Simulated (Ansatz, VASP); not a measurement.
## One calculation of InSe, two programs

INCAR

```
SYSTEM = InSe
PREC = Accurate ; ENCUT = 520
EDIFF = 1E-6 ; ISMEAR = 0
SIGMA = 0.05 ; LREAL = .False.
LASPH = .True. ; NELM = 80
ALGO = Normal ; ISIF = 2
LWAVE = .False. ; LCHARG = .False.
LDIPOL = .True. ; IDIPOL = 3
DIPOL = 0.5 0.5 0.405 ; GGA = PE
IVDW = 12 ; NBANDS = 48
```

Contents of KPOINTS:

```
Automatic mesh
0
Gamma
  9 9 1
  0 0 0
```

POSCAR

```
InSe
1.0
    4.0266103640      0.0000000000      0.0000000000
   -2.0133051820      3.4871468663      0.0000000000
    0.0000000000      0.0000000000     28.2707108021
Se In
4 4
Direct
    0.0000000000      0.0000000000      0.1591753399
    0.0000000000      0.0000000000      0.3496677346
    0.0000000000      0.2222222222      0.4596755806
    0.0000000000      0.2222222222      0.6501679753
    0.6666666667      0.3333333333      0.2049979895
    0.6666666667      0.3333333333      0.3038451603
    0.6666666667      0.5555555556      0.5054982302
    0.6666666667      0.5555555556      0.6043454010
```

Input for Ansatz:

```yaml
crystal:
  lattice:
    - [4.026610364, 0.0, 0.0]
    - [-2.013305182, 3.4871468663, 0.0]
    - [0.0, 0.0, 28.2707108021]
  atoms:
    - { symbol: Se, position: [0.0, 0.0, 0.1591753399] }
    - { symbol: In, position: [0.6666666667, 0.3333333333, 0.2049979895] }
    - { symbol: In, position: [0.6666666667, 0.3333333333, 0.3038451603] }
    - { symbol: Se, position: [0.0, 0.0, 0.3496677346] }
    - { symbol: Se, position: [0.0, 0.2222222222, 0.4596755806] }
    - { symbol: In, position: [0.6666666667, 0.5555555556, 0.5054982302] }
    - { symbol: In, position: [0.6666666667, 0.5555555556, 0.604345401] }
    - { symbol: Se, position: [0.0, 0.2222222222, 0.6501679753] }
basis:
  ecutwfc: 420
kpoints:
  mp_grid: { grid: [9, 9, 1] }
hamiltonian:
  xc: pbe
  pseudopotentials: { kind: paw, azcp: { folder: soft_1 } }
  dispersion: d3bj
scf:
  occupations: { method: gaussian, width: 0.05 }
output:
  forces: true
  eigenvalues: true
efield:
  axis: 3
  dipole_correction: true
  ramp_width: 0.04
```

Alike in both runs: task single point; functional PBE; dispersion D3(BJ); k mesh 9 × 9 × 1; occupations gaussian, width 0.05 eV; no spin polarisation.

|  | VASP | Ansatz |
| --- | --- | --- |
| version | VASP 6.6.1 | Ansatz 0.2.0 |
| potentials or method | VASP PAW PBE potentials, release 64 (Se, In_d), cutoff 520 eV | scalar-relativistic, plane waves, PAW |
| valence electrons in the cell | 76 | 116 |

|  | VASP | Ansatz | Ansatz less VASP |
| --- | --- | --- | --- |
| gap on the k mesh at the Fermi level (eV) | 0.93 | 0.94 | +0.010 |
| least direct gap on the mesh (eV) | 1.00 | 1.01 | +0.009 |
| rms of the force components (eV/Å) | 0.084 | 0.086 | +0.0026 |

VASP's potentials hold 76 valence electrons a cell and Ansatz's 116, so a difference there can come from the potentials and not from the codes.
